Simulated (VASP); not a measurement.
# Ni (Fm-3m) in VASP: single point with PBE

Aim: the single point of Ni with PBE.

Everything below comes from runs of VASP 6.6.1. Logs are shortened: lines on timing, memory, paths and dates and some standing lists are left out, and cuts for length are marked.

**1. The cell of the first run**

It takes space group Fm-3m (No. 225, cubic). The conventional cell has a = 3.556 Å, b = 3.556 Å, c = 3.556 Å, α = 90.00°, β = 90.00°, γ = 90.00°. Within 3.3 Å of Ni (site symmetry m-3m) lie 12 Ni at 2.51 Å.

**2. Single point, PBE, collinear spin, ferromagnetic start**

File INCAR:

```
SYSTEM = Ni
ALGO = Normal
EDIFF = 1E-6
ENCUT = 520
GGA = PE
ISIF = 2
ISMEAR = -1
ISPIN = 2
ISYM = 0
LASPH = .True.
LCHARG = .True.
LELF = .True.
LMAXMIX = 4
LORBIT = 11
LREAL = .False.
LVHAR = .True.
LWAVE = .False.
MAGMOM = 2 2
NBANDS = 21
NELM = 150
PREC = Accurate
SIGMA = 0.1
```

File KPOINTS:

```
k-points
0
Gamma
  12 6 12
  0 0 0
```

File POSCAR:

```
Ni
1.0
    0.0000000000      1.7780000000      1.7780000000
    3.5560000000      0.0000000000      3.5560000000
    1.7780000000      1.7780000000      0.0000000000
Ni
2
Direct
    0.0000000000      0.0000000000      0.0000000000
    0.0000000000      0.5000000000      0.0000000000
```

Potentials or basis: VASP PAW PBE potentials, release 64 (Ni).

Run with:

```bash
$ cat potpaw_PBE.64/Ni/POTCAR > POTCAR
$ mpirun -np 1 vasp_std > vasp.out
```

OUTCAR:

```text
SYSTEM = Ni
   EDIFF = 1E-6
   ENCUT = 520
   GGA = PE
   ISIF = 2
   ISMEAR = -1
   ISPIN = 2
   ISYM = 0
   LASPH = .True.
   LORBIT = 11
   LREAL = .False.
   NELM = 150
   PREC = Accurate

 ion  position               nearest neighbor table
   1  0.000  0.000  0.000-   2 2.51   2 2.51   2 2.51   2 2.51   2 2.51   2 2.51
   2  0.000  0.500  0.000-   1 2.51   1 2.51   1 2.51   1 2.51   1 2.51   1 2.51

IMPORTANT INFORMATION: All symmetrisations will be switched off!
NOSYMM: (Re-)initialisation of all symmetry stuff for point group C_1.

----------------------------------------------------------------------------------------

                                     Primitive cell

  volume of cell :      22.4831

  direct lattice vectors                    reciprocal lattice vectors
     0.000000000  1.778000000  1.778000000    -0.281214848  0.281214848  0.281214848
     3.556000000  0.000000000  3.556000000     0.140607424 -0.140607424  0.140607424
     1.778000000  1.778000000  0.000000000     0.281214848  0.281214848 -0.281214848

  length of vectors
     2.514471714  5.028943428  2.514471714     0.487078405  0.243539202  0.487078405

  position of ions in fractional coordinates (direct lattice)
     0.000000000  0.000000000  0.000000000
     0.000000000  0.500000000  0.000000000

  ion indices of the primitive-cell ions
   primitive index   ion index
                 1           1
                 2           2

----------------------------------------------------------------------------------------

 KPOINTS: k-points

Automatic generation of k-mesh.
 Grid dimensions read from file:
 generate k-points for:   12    6   12

 Generating k-lattice:

  Cartesian coordinates                     Fractional coordinates (reciprocal lattice)
    -0.023434571  0.023434571  0.023434571     0.083333333  0.000000000  0.000000000
     0.023434571 -0.023434571  0.023434571     0.000000000  0.166666667  0.000000000
     0.023434571  0.023434571 -0.023434571     0.000000000  0.000000000  0.083333333

  Length of vectors
     0.040589867  0.040589867  0.040589867

  Shift w.r.t. Gamma in fractional coordinates (k-lattice)
     0.000000000  0.000000000  0.000000000

 -----------------------------------------------------------------------------
|                                                                             |
|           W    W    AA    RRRRR   N    N  II  N    N   GGGG   !!!           |
|           W    W   A  A   R    R  NN   N  II  NN   N  G    G  !!!           |
|           W    W  A    A  R    R  N N  N  II  N N  N  G       !!!           |
|           W WW W  AAAAAA  RRRRR   N  N N  II  N  N N  G  GGG   !            |
|           WW  WW  A    A  R   R   N   NN  II  N   NN  G    G                |
|           W    W  A    A  R    R  N    N  II  N    N   GGGG   !!!           |
|                                                                             |
|     Your reciprocal lattice and k-lattice belong to different lattice       |
|     classes:                                                                |
|                                                                             |
|        The reciprocal lattice is rhombohedral (trigonal),                   |
|        whereas your k-lattice is body-centered cubic.                       |
|                                                                             |
|     Results are often still useful ...                                      |
|                                                                             |
 -----------------------------------------------------------------------------

 Subroutine IBZKPT returns following result:
 ===========================================

 Found    436 irreducible k-points:

 Following reciprocal coordinates:
            Coordinates               Weight
  0.000000  0.000000  0.000000      1.000000
  0.083333  0.000000  0.000000      2.000000
 -0.083333 -0.166667 -0.083333      2.000000
  0.000000  0.000000  0.083333      2.000000
  0.166667  0.000000  0.000000      2.000000
 -0.166667 -0.333333 -0.166667      2.000000
[... 16 lines left out ...]
  0.000000  0.166667  0.083333      2.000000
  0.166667  0.166667  0.000000      2.000000
 [... further k-points ...]
   k-points           NKPTS =    436   k-points in BZ     NKDIM =    436   number of bands    NBANDS=     21
   number of dos      NEDOS =    301   number of ions     NIONS =      2
   total plane-waves  NPLWV =  16000
   dimension x,y,z NGX =    20 NGY =   40 NGZ =   20
   dimension x,y,z NGXF=    40 NGYF=   80 NGZF=   40
   ions per type =               2
   NGX,Y,Z   is equivalent  to a cutoff of  13.22, 13.22, 13.22 a.u.
   NGXF,Y,Z  is equivalent  to a cutoff of  26.45, 26.45, 26.45 a.u.
 SYSTEM =  Ni
   PREC   = accura    normal or accurate (medium, high low for compatibility)
   ISTART =      0    job   : 0-new  1-cont  2-samecut
   ICHARG =      2    charge: 1-file 2-atom 10-const
   ISPIN  =      2    spin polarized calculation?
   LNONCOLLINEAR =      F non collinear calculations
   LSORBIT =      F    spin-orbit coupling
   LASPH  =      T    aspherical Exc in radial PAW
   ENCUT  =  520.0 eV  38.22 Ry    6.18 a.u.   4.68  9.35  4.68*2*pi/ulx,y,z
   NELM   =    150;   NELMIN=  2; NELMDL= -5     # of ELM steps
   EDIFF  = 0.1E-05   stopping-criterion for ELM
   LREAL  =      F    real-space projection
   EDIFFG = 0.1E-04   stopping-criterion for IOM
   NSW    =      0    number of steps for IOM
   IBRION =     -1    ionic relax: 0-MD 1-quasi-New 2-CG
   NFREE  =      0    steps in history (QN), initial steepest desc. (CG)
   ISIF   =      2    stress and relaxation
   ISYM   =      0    0-nonsym 1-usesym 2-fastsym
   POTIM  = 0.5000    time-step for ionic-motion
   TEBEG  =    0.0;   TEEND  =   0.0 temperature during run
   PSTRESS=    0.0 pullay stress
   NELECT =      20.0000    total number of electrons
   NUPDOWN=      -1.0000    fix difference up-down
   EMIN   =  10.00;   EMAX   =-10.00  energy-range for DOS
   EFERMI =   0.00;   METHOD = LEGACY
   ISMEAR =    -1;   SIGMA  =   0.10  broadening in eV -4-tet -1-fermi 0-gaus
   EFERMI_NEDOS =   21; number of points for ismear=-14 and -15
   IALGO  =     38    algorithm
   IMIX   =      4    mixing-type and parameters
     AMIX     =   0.40;   BMIX     =  1.00
     AMIX_MAG =   1.60;   BMIX_MAG =  1.00
  volume/ion in A,a.u.               =      11.24        75.86
  Fermi-wavevector in a.u.,A,eV,Ry     =   1.574465  2.975308 33.728037  2.478941
  Thomas-Fermi vector in A             =   2.675595
   LORBIT       =     11    0 simple, 1 ext, 2 COOP (PROOUT), +10 PAW based schemes
   GGA     = PE    functional components
   LHFCALC =     F    Hartree Fock is set to
   AEXX    =    0.0000 exact exchange contribution
   IVDW    =     0    specifies the selected vdW correction
   LEPSILON=     F    determine dielectric tensor
   LRPA    =     F    only Hartree local field effects (RPA)
 spin polarized calculation
  energy-cutoff  :      520.00
  volume of cell :       22.48
 maximum number of plane-waves:       617
   NGX =  9   NGY = 19   NGZ =  9

 number of electron      20.0000011 magnetization       1.2895583

 Free energy of the ion-electron system (eV)
  ---------------------------------------------------
  ext. energy  EPLUGINS =         0.00000000
  ---------------------------------------------------
  free energy    TOTEN  =       -10.98403499 eV

  energy without entropy =      -10.87177593  energy(sigma->0) =      -10.92790546

 E-fermi :   8.9078     XC(G=0): -13.0642

 val. band max:        8.9054025266   @ k =   0.1667  -0.3333   0.1667
 cond. band min:       8.9311055863   @ k =  -0.0833   0.1667  -0.4167
 fundamental gap:      0.0257030597
 Fermi energy:         8.9077799141

 spin component 1

 k-point     1 :       0.0000    0.0000    0.0000
  band No.  band energies     occupation
      1       0.1359      1.00000
      2       4.2592      1.00000
      3       6.5645      1.00000
      4       6.5645      1.00000
      5       6.5645      1.00000
      6       6.5793      1.00000
[... 13 lines left out ...]
     20      35.9683      0.00000
     21      35.9683      0.00000

 k-point     2 :       0.0833    0.0000    0.0000
  band No.  band energies     occupation
      1       0.4003      1.00000
      2       4.3951      1.00000
      3       6.4781      1.00000
      4       6.5002      1.00000
      5       6.6203      1.00000
      6       6.6203      1.00000
[... 13 lines left out ...]
     20      35.3765      0.00000
     21      37.9156      0.00000

 k-point     3 :      -0.0833   -0.1667   -0.0833
  band No.  band energies     occupation
      1       0.4003      1.00000
      2       4.3951      1.00000
      3       6.4781      1.00000
      4       6.5002      1.00000
      5       6.6203      1.00000
      6       6.6203      1.00000
[... 13 lines left out ...]
     20      35.3765      0.00000
     21      37.9155      0.00000
[... 457 lines left out ...]
 k-point    23 :       0.0000    0.1667    0.0833
  band No.  band energies     occupation
      1       0.4880      1.00000
      2       4.3612      1.00000
      3       6.4438      1.00000
      4       6.5052      1.00000
      5       6.6602      1.00000
      6       6.6602      1.00000
[... 13 lines left out ...]
     20      34.5454      0.00000
     21      37.1793      0.00000

 k-point    24 :       0.1667    0.1667    0.0000
  band No.  band energies     occupation
      1       1.0861      1.00000
      2       4.7915      1.00000
      3       6.2030      1.00000
      4       6.2970      1.00000
      5       6.7691      1.00000
      6       6.7762      1.00000
[... 13 lines left out ...]
     20      35.4474      0.00000
     21      38.9683      0.00000

 [... further k-points ...]

 spin component 2

 k-point     1 :       0.0000    0.0000    0.0000
  band No.  band energies     occupation
      1       0.1008      1.00000
      2       4.6965      1.00000
      3       7.2191      1.00000
      4       7.2191      1.00000
      5       7.3254      1.00000
      6       7.3254      1.00000
[... 13 lines left out ...]
     20      35.9606      0.00000
     21      35.9697      0.00000

 k-point     2 :       0.0833    0.0000    0.0000
  band No.  band energies     occupation
      1       0.3655      1.00000
      2       4.8337      1.00000
      3       7.0704      1.00000
      4       7.2519      1.00000
      5       7.3251      1.00000
      6       7.3832      1.00000
[... 13 lines left out ...]
     20      35.4073      0.00000
     21      37.9603      0.00000

 k-point     3 :      -0.0833   -0.1667   -0.0833
  band No.  band energies     occupation
      1       0.3655      1.00000
      2       4.8337      1.00000
      3       7.0704      1.00000
      4       7.2519      1.00000
      5       7.3251      1.00000
      6       7.3832      1.00000
[... 13 lines left out ...]
     20      35.4073      0.00000
     21      37.9602      0.00000
[... 457 lines left out ...]
 k-point    23 :       0.0000    0.1667    0.0833
  band No.  band energies     occupation
      1       0.4533      1.00000
      2       4.7701      1.00000
      3       7.1078      1.00000
      4       7.1937      1.00000
      5       7.3250      1.00000
      6       7.4246      1.00000
[... 13 lines left out ...]
     20      34.5000      0.00000
     21      37.2296      0.00000

 k-point    24 :       0.1667    0.1667    0.0000
  band No.  band energies     occupation
      1       1.0536      1.00000
      2       5.2616      1.00000
      3       6.6856      1.00000
      4       7.0282      1.00000
      5       7.3198      1.00000
      6       7.5367      1.00000
[... 13 lines left out ...]
     20      35.4054      0.00000
     21      39.0638      0.00000

 [... further k-points ...]
[... 5 lines left out ...]
  --------------------------------------------------------------------------------------
  -------------------------------------------------------------------------------------
  Total       -0.7486901     -0.7486881     -0.7486925     -0.0001100     -0.0001116      0.0001215
  in kB      -53.3528260    -53.3526836    -53.3529981     -0.0078405     -0.0079496      0.0086558
  external PRESSURE =     -53.3528359 kB  Pullay stress =       0.0000000 kB

 VOLUME and BASIS-vectors are now :
 -----------------------------------------------------------------------------
  energy-cutoff  :      520.00
  volume of cell :       22.48
      direct lattice vectors                 reciprocal lattice vectors
     0.000000000  1.778000000  1.778000000    -0.281214848  0.281214848  0.281214848
     3.556000000  0.000000000  3.556000000     0.140607424 -0.140607424  0.140607424
     1.778000000  1.778000000  0.000000000     0.281214848  0.281214848 -0.281214848

 POSITION                                       TOTAL-FORCE (eV/Angst)
 -----------------------------------------------------------------------------------
      0.00000      0.00000      0.00000         0.000000     -0.000000     -0.000001
      1.77800      0.00000      1.77800        -0.000000      0.000000      0.000001
 -----------------------------------------------------------------------------------
    total drift:                                0.000000      0.000000     -0.000000

  FREE ENERGIE OF THE ION-ELECTRON SYSTEM (eV)
  ---------------------------------------------------
  free  energy   TOTEN  =       -10.9840349897 eV

  energy  without entropy=      -10.8717759296  energy(sigma->0) =      -10.92790546

 total charge

# of ion       s       p       d       tot
------------------------------------------
    1        0.485   0.470   8.299   9.253
    2        0.485   0.470   8.299   9.253
--------------------------------------------------
tot          0.969   0.940  16.598  18.507

 magnetization (x)

# of ion       s       p       d       tot
------------------------------------------
    1       -0.006  -0.024   0.690   0.660
    2       -0.006  -0.024   0.690   0.659
--------------------------------------------------
tot         -0.012  -0.049   1.380   1.319
```

Run time: 10 min. Hardware: 1 thread of Intel Xeon 8259CL, shared host; peak memory 0.38 GiB.

What came out:

- Free energy: -10.9840 eV
- Pressure: -5.3 GPa
- Net moment: 1.29 μB per cell
- Site moments: Ni +0.66 μB
- Valence electrons inside the program's atomic spheres: Ni 9.25

Caveat: the cell stands under tension.
